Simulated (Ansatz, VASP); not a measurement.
KNbO3: VASP beside Ansatz

```
K Nb O
1.0
     4.02918    0.00000    0.00000
     0.00000    4.02918    0.00000
     0.00000    0.00000    4.02918
K Nb O
1 1 3
Direct
  0.00000 0.00000 0.00000
  0.50000 0.50000 0.50000
  0.00000 0.50000 0.50000
  0.50000 0.00000 0.50000
  0.50000 0.50000 0.00000
```

Alike in both runs: task single point; functional PBE; k mesh 6 × 6 × 6; no spin polarisation.

```csv
,VASP,Ansatz
version,VASP 6.6.1,Ansatz 0.2.0
potentials or method,"VASP PAW PBE potentials, release 64 (K_sv, Nb_sv, O), cutoff 600 eV","plane waves, PAW"
occupations,"gaussian, width 0.01 eV",fixed
valence electrons in the cell,40,40
```

Ansatz gave:

* pressure (GPa): -0.4

Estimate VASP's values.

pressure (GPa): -0.6.
